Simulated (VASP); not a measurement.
System: Ba2Ti3O8, a slab with vacuum.

```
Ti O Ba
1.0
     3.96987    0.00000    0.00000
     0.00000    3.96987    0.00000
     0.00000    0.00000   22.93974
Ti O Ba
3 8 2
Direct
  0.00000 0.00000 0.32694
  0.00000 0.00000 0.50000
  0.00000 0.00000 0.67306
  0.50000 0.00000 0.32694
  0.00000 0.50000 0.32694
  0.00000 0.00000 0.41347
  0.50000 0.00000 0.50000
  0.00000 0.50000 0.50000
  0.00000 0.00000 0.58653
  0.50000 0.00000 0.67306
  0.00000 0.50000 0.67306
  0.50000 0.50000 0.41347
  0.50000 0.50000 0.58653
```

Base run:

* Program: VASP 6.6.1
* Functional: PBEsol
* Potentials or basis: VASP PAW PBE potentials, release 64 (Ti_sv, O, Ba_sv)
* Cutoff: 520 eV
* k mesh: 7 × 7 × 3
* Occupations: gaussian, width 0.05 eV
* Spin: no spin polarisation

Its results: band gap on the k mesh 1.03 eV (least direct gap 1.59 eV); largest force 2.269 eV/Å.

The run is repeated on the same cell with these changes: k mesh from 7 × 7 × 3 to 7 × 7 × 1; further incar settings from ALGO = Normal; EDIFF = 1e-06; NBANDS = 64 to ALGO = Normal; EDIFF = 1e-07; NBANDS = 64; EFIELD = -0.6. What comes out?

Band gap on the k mesh 0.66 eV (least direct gap 1.26 eV); largest force 2.773 eV/Å.

Caveats: the PAW data sets were made with another functional, which shifts forces and pressure a little; spin-orbit coupling is left out, which moves the levels of the heavy elements; semilocal functionals underestimate gaps, and a narrow one can read as zero (at least some runs).

A k mesh can miss the band edges.
